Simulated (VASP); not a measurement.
# CsH (Fm-3m) in VASP: single point with r2SCAN+rVV10

Aim: the single point of CsH with r2SCAN+rVV10.

All numbers are computed with VASP 6.6.1; they aren't measurements. Logs are shortened: lines on timing, memory, paths and dates and some standing lists are left out, and cuts for length are marked.

## Step 1: The cell of the first run

The structure is cubic, space group Fm-3m (No. 225). The conventional cell has a = 6.288 Å, b = 6.288 Å, c = 6.288 Å, α = 90.00°, β = 90.00°, γ = 90.00°. Cs (site symmetry m-3m) has 6 H at 3.14 Å within 4.1 Å. Within 4.1 Å of H (site symmetry m-3m) lie 6 Cs at 3.14 Å.

## Step 2: Single point, r2SCAN+rVV10

POSCAR

```
CsH
1.0
    0.0000000000      3.1440361494      3.1440361494
    3.1440361494      0.0000000000      3.1440361494
    3.1440361494      3.1440361494      0.0000000000
Cs H
1 1
Direct
    0.0000000000      0.0000000000      0.0000000000
    0.5000000000      0.5000000000      0.5000000000
```

INCAR.step1

```
ALGO = Normal
EDIFF = 1E-4
ENCUT = 520
GGA = PE
ISMEAR = -1
LASPH = True
LCHARG = False
LREAL = False
LWAVE = True
NBANDS = 12
NELM = 60
PREC = Accurate
SIGMA = 0.03
```

INCAR.step2

```
ALGO = Normal
BPARAM = 11.95
CPARAM = 0.0093
EDIFF = 1E-6
ENCUT = 520
ISIF = 2
ISMEAR = -1
ISTART = 1
IVDW_NL = 2
LASPH = True
LCHARG = True
LELF = True
LMIXTAU = True
LREAL = False
LUSE_VDW = True
LVHAR = True
LWAVE = False
METAGGA = R2SCAN
NBANDS = 12
NELM = 60
PREC = Accurate
SIGMA = 0.03
```

KPOINTS

```
k-points
0
Gamma
  8 8 8
```

Potentials or basis: VASP PAW PBE potentials, release 64 (Cs_sv, H).

Launch:

```bash
$ cat potpaw_PBE.64/Cs_sv/POTCAR potpaw_PBE.64/H/POTCAR > POTCAR
$ cp INCAR.step1 INCAR
$ mpirun -np 1 vasp_std > vasp.out
$ cp INCAR.step2 INCAR
$ mpirun -np 1 vasp_std > vasp.out
```

OUTCAR:

```text
BPARAM = 11.95
   EDIFF = 1E-6
   ENCUT = 520
   ISIF = 2
   ISMEAR = -1
   ISTART = 1
   IVDW_NL = 2
   LASPH = True
   LREAL = False
   METAGGA = R2SCAN
   NELM = 60
   PREC = Accurate

 ion  position               nearest neighbor table
   1  0.000  0.000  0.000-
   2  0.500  0.500  0.500-

  LATTYP: Found a face centered cubic cell.
 ALAT       =     6.2880722988

  Lattice vectors:

 A1 = (   0.0000000000,   3.1440361494,   3.1440361494)
 A2 = (   3.1440361494,   0.0000000000,   3.1440361494)
 A3 = (   3.1440361494,   3.1440361494,   0.0000000000)

Analysis of symmetry for initial positions (statically):
=====================================================================
 Subroutine PRICEL returns:
 Original cell was already a primitive cell.

 Routine SETGRP: Setting up the symmetry group for a
 face centered cubic supercell.

 Subroutine GETGRP returns: Found 48 space group operations
 (whereof 48 operations were pure point group operations)
 out of a pool of 48 trial point group operations.

The static configuration has the point symmetry O_h .

Analysis of symmetry for dynamics (positions and initial velocities):
=====================================================================
 Subroutine PRICEL returns:
 Original cell was already a primitive cell.

 Routine SETGRP: Setting up the symmetry group for a
 face centered cubic supercell.

 Subroutine GETGRP returns: Found 48 space group operations
 (whereof 48 operations were pure point group operations)
 out of a pool of 48 trial point group operations.

The dynamic configuration has the point symmetry O_h .

 Subroutine INISYM returns: Found 48 space group operations
 (whereof 48 operations are pure point group operations),
 and found     1 'primitive' translations

----------------------------------------------------------------------------------------

                                     Primitive cell

  volume of cell :      62.1574

  direct lattice vectors                    reciprocal lattice vectors
     0.000000000  3.144036149  3.144036149    -0.159031250  0.159031250  0.159031250
     3.144036149  0.000000000  3.144036149     0.159031250 -0.159031250  0.159031250
     3.144036149  3.144036149  0.000000000     0.159031250  0.159031250 -0.159031250

  length of vectors
     4.446338563  4.446338563  4.446338563     0.275450206  0.275450206  0.275450206

  position of ions in fractional coordinates (direct lattice)
     0.000000000  0.000000000  0.000000000
     0.500000000  0.500000000  0.500000000

  ion indices of the primitive-cell ions
   primitive index   ion index
                 1           1
                 2           2

----------------------------------------------------------------------------------------

 KPOINTS: k-points

Automatic generation of k-mesh.
 Grid dimensions read from file:
 generate k-points for:    8    8    8

 Generating k-lattice:

  Cartesian coordinates                     Fractional coordinates (reciprocal lattice)
    -0.019878906  0.019878906  0.019878906     0.125000000  0.000000000  0.000000000
     0.019878906 -0.019878906  0.019878906     0.000000000  0.125000000  0.000000000
     0.019878906  0.019878906 -0.019878906     0.000000000  0.000000000  0.125000000

  Length of vectors
     0.034431276  0.034431276  0.034431276

  Shift w.r.t. Gamma in fractional coordinates (k-lattice)
     0.000000000  0.000000000  0.000000000

 Subroutine IBZKPT returns following result:
 ===========================================

 Found     29 irreducible k-points:

 Following reciprocal coordinates:
            Coordinates               Weight
  0.000000  0.000000  0.000000      1.000000
  0.125000  0.000000  0.000000      8.000000
  0.250000  0.000000  0.000000      8.000000
  0.375000  0.000000  0.000000      8.000000
  0.500000  0.000000  0.000000      4.000000
  0.125000  0.125000  0.000000      6.000000
[... 16 lines left out ...]
  0.500000  0.250000  0.125000     48.000000
 -0.375000  0.250000  0.125000     24.000000
 [... further k-points ...]
   k-points           NKPTS =     29   k-points in BZ     NKDIM =     29   number of bands    NBANDS=     12
   number of dos      NEDOS =    301   number of ions     NIONS =      2
   total plane-waves  NPLWV =  46656
   dimension x,y,z NGX =    36 NGY =   36 NGZ =   36
   dimension x,y,z NGXF=    72 NGYF=   72 NGZF=   72
   ions per type =               1   1
   NGX,Y,Z   is equivalent  to a cutoff of  13.46, 13.46, 13.46 a.u.
   NGXF,Y,Z  is equivalent  to a cutoff of  26.92, 26.92, 26.92 a.u.
 SYSTEM =  unknown system
   PREC   = accura    normal or accurate (medium, high low for compatibility)
   ISTART =      1    job   : 0-new  1-cont  2-samecut
   ICHARG =      0    charge: 1-file 2-atom 10-const
   ISPIN  =      1    spin polarized calculation?
   LNONCOLLINEAR =      F non collinear calculations
   LSORBIT =      F    spin-orbit coupling
   LASPH  =      T    aspherical Exc in radial PAW
   ENCUT  =  520.0 eV  38.22 Ry    6.18 a.u.   8.27  8.27  8.27*2*pi/ulx,y,z
   NELM   =     60;   NELMIN=  2; NELMDL=  0     # of ELM steps
   EDIFF  = 0.1E-05   stopping-criterion for ELM
   LREAL  =      F    real-space projection
   EDIFFG = 0.1E-04   stopping-criterion for IOM
   NSW    =      0    number of steps for IOM
   IBRION =     -1    ionic relax: 0-MD 1-quasi-New 2-CG
   NFREE  =      0    steps in history (QN), initial steepest desc. (CG)
   ISIF   =      2    stress and relaxation
   ISYM   =      2    0-nonsym 1-usesym 2-fastsym
   POTIM  = 0.5000    time-step for ionic-motion
   TEBEG  =    0.0;   TEEND  =   0.0 temperature during run
   PSTRESS=    0.0 pullay stress
   NELECT =      10.0000    total number of electrons
   NUPDOWN=      -1.0000    fix difference up-down
   EMIN   =  10.00;   EMAX   =-10.00  energy-range for DOS
   EFERMI =   0.00;   METHOD = LEGACY
   ISMEAR =    -1;   SIGMA  =   0.03  broadening in eV -4-tet -1-fermi 0-gaus
   EFERMI_NEDOS =   21; number of points for ismear=-14 and -15
   IALGO  =     38    algorithm
   IMIX   =      4    mixing-type and parameters
     AMIX     =   0.40;   BMIX     =  1.00
     AMIX_MAG =   1.60;   BMIX_MAG =  1.00
  volume/ion in A,a.u.               =      31.08       209.73
  Fermi-wavevector in a.u.,A,eV,Ry     =   0.890384  1.682582 10.786474  0.792784
  Thomas-Fermi vector in A             =   2.012067
   LORBIT       =      0    0 simple, 1 ext, 2 COOP (PROOUT), +10 PAW based schemes
   METAGGA = R2SCAN    functional components
   LHFCALC =     F    Hartree Fock is set to
   AEXX    =    0.0000 exact exchange contribution
   IVDW_NL    =     2    kernel type
   BPARAM     =11.9500
   IVDW    =     0    specifies the selected vdW correction
   LEPSILON=     F    determine dielectric tensor
   LRPA    =     F    only Hartree local field effects (RPA)
 non-spin polarized calculation
  energy-cutoff  :      520.00
  volume of cell :       62.16
 maximum number of plane-waves:      1700
 NGX is ok and might be reduce to    36
   NGX = 17   NGY = 17   NGZ = 17

 number of electron      10.0000000 magnetization

 Free energy of the ion-electron system (eV)
  ---------------------------------------------------
  ext. energy  EPLUGINS =         0.00000000
  ---------------------------------------------------
  free energy    TOTEN  =       -28.55996080 eV

  energy without entropy =      -28.55996080  energy(sigma->0) =      -28.55996080

 E-fermi :   0.6624     XC(G=0):  -7.7977

 val. band max:        0.0754841177   @ k =   0.5000   0.0000   0.0000
 cond. band min:       2.6036567551   @ k =   0.5000   0.0000   0.0000
 fundamental gap:      2.5281726374
 Fermi energy:         0.6624273934

 k-point     1 :       0.0000    0.0000    0.0000
  band No.  band energies     occupation
      1     -21.9901      2.00000
      2      -8.0307      2.00000
      3      -8.0307      2.00000
      4      -8.0307      2.00000
      5      -1.6930      2.00000
      6       5.7232      0.00000
      7       5.7232      0.00000
      8       5.7232      0.00000
      9       6.4872      0.00000
     10       7.7350      0.00000
     11       7.7350      0.00000
     12       9.1977      0.00000

 k-point     2 :       0.1250    0.0000    0.0000
  band No.  band energies     occupation
      1     -21.9762      2.00000
      2      -8.1924      2.00000
      3      -8.0463      2.00000
      4      -8.0463      2.00000
      5      -1.4410      2.00000
      6       5.1592      0.00000
      7       5.8471      0.00000
      8       5.8471      0.00000
      9       6.2966      0.00000
     10       7.3687      0.00000
     11       7.3687      0.00000
     12       9.9581      0.00000

 k-point     3 :       0.2500    0.0000    0.0000
  band No.  band energies     occupation
      1     -21.9420      2.00000
      2      -8.5475      2.00000
      3      -8.0836      2.00000
      4      -8.0836      2.00000
      5      -0.8456      2.00000
      6       4.0020      0.00000
      7       5.7867      0.00000
      8       5.7867      0.00000
      9       6.4769      0.00000
     10       7.4178      0.00000
     11       7.4178      0.00000
     12      11.6089      0.00000

 k-point     4 :       0.3750    0.0000    0.0000
  band No.  band energies     occupation
      1     -21.9074      2.00000
      2      -8.8649      2.00000
      3      -8.1201      2.00000
      4      -8.1201      2.00000
      5      -0.2218      2.00000
      6       3.0205      0.00000
      7       5.4312      0.00000
      8       5.4312      0.00000
      9       7.2060      0.00000
     10       8.3538      0.00000
     11       8.3538      0.00000
     12      11.9244      0.00000

 k-point     5 :       0.5000    0.0000    0.0000
  band No.  band energies     occupation
      1     -21.8929      2.00000
      2      -8.9879      2.00000
      3      -8.1350      2.00000
      4      -8.1350      2.00000
      5       0.0755      2.00000
      6       2.6037      0.00000
      7       5.2776      0.00000
      8       5.2776      0.00000
      9       7.8819      0.00000
     10       9.0906      0.00000
     11       9.0906      0.00000
     12      10.7254      0.00000
[... 228 lines left out ...]
      1     -21.8622      2.00000
      2      -8.8382      2.00000
      3      -8.3370      2.00000
      4      -8.3370      2.00000
      5      -1.2066      2.00000
      6       3.4099      0.00000
      7       6.2256      0.00000
      8       8.8857      0.00000
      9       9.1803      0.00000
     10       9.1803      0.00000
     11       9.2772      0.00000
     12       9.6138      0.00000

 k-point    22 :       0.3750    0.2500    0.1250
  band No.  band energies     occupation
      1     -21.9167      2.00000
      2      -8.6149      2.00000
      3      -8.2513      2.00000
      4      -8.1368      2.00000
      5      -0.7045      2.00000
      6       4.3065      0.00000
      7       4.3493      0.00000
      8       6.3374      0.00000
      9       6.7776      0.00000
     10       7.9661      0.00000
     11       8.7770      0.00000
     12      11.5927      0.00000

 k-point    23 :       0.5000    0.2500    0.1250
  band No.  band energies     occupation
      1     -21.8889      2.00000
      2      -8.7757      2.00000
      3      -8.3468      2.00000
      4      -8.1865      2.00000
      5      -0.4565      2.00000
      6       3.6713      0.00000
      7       4.6676      0.00000
      8       6.0789      0.00000
      9       7.5089      0.00000
     10       8.5355      0.00000
     11       9.6664      0.00000
     12      10.8186      0.00000

 k-point    24 :      -0.3750    0.2500    0.1250
  band No.  band energies     occupation
      1     -21.8774      2.00000
      2      -8.8429      2.00000
      3      -8.3758      2.00000
      4      -8.2144      2.00000
      5      -0.3622      2.00000
      6       3.4294      0.00000
      7       4.9517      0.00000
      8       5.9646      0.00000
      9       8.1376      0.00000
     10       8.3707      0.00000
     11      10.0348      0.00000
     12      10.1620      0.00000

 [... further k-points ...]
[... 5 lines left out ...]
  --------------------------------------------------------------------------------------
  -------------------------------------------------------------------------------------
  Total        0.0281705      0.0281705      0.0281705     -0.0000000     -0.0000000     -0.0000000
  in kB        0.7261279      0.7261279      0.7261279     -0.0000000     -0.0000000     -0.0000000
  external PRESSURE =       0.7261279 kB  Pullay stress =       0.0000000 kB

 VOLUME and BASIS-vectors are now :
 -----------------------------------------------------------------------------
  energy-cutoff  :      520.00
  volume of cell :       62.16
      direct lattice vectors                 reciprocal lattice vectors
     0.000000000  3.144036149  3.144036149    -0.159031250  0.159031250  0.159031250
     3.144036149  0.000000000  3.144036149     0.159031250 -0.159031250  0.159031250
     3.144036149  3.144036149  0.000000000     0.159031250  0.159031250 -0.159031250

 POSITION                                       TOTAL-FORCE (eV/Angst)
 -----------------------------------------------------------------------------------
      0.00000      0.00000      0.00000         0.000000      0.000000      0.000000
      3.14404      3.14404      3.14404         0.000000      0.000000      0.000000
 -----------------------------------------------------------------------------------
    total drift:                               -0.000000      0.000000      0.000000

  FREE ENERGIE OF THE ION-ELECTRON SYSTEM (eV)
  ---------------------------------------------------
  free  energy   TOTEN  =       -28.5599608001 eV

  energy  without entropy=      -28.5599608001  energy(sigma->0) =      -28.55996080
```

It took 3.2 min on 1 thread of AMD EPYC 7R13 (Zen 3), shared host; peak memory 0.36 GiB.

What came out:

- Free energy: -28.5600 eV
- Pressure: 0.1 GPa
- Band gap on the k mesh: 2.53 eV, direct

Caveat: the PAW data sets were made with another functional, which shifts forces and pressure a little; spin-orbit coupling is left out, which moves the levels of the heavy elements. A k mesh can miss the band edges.
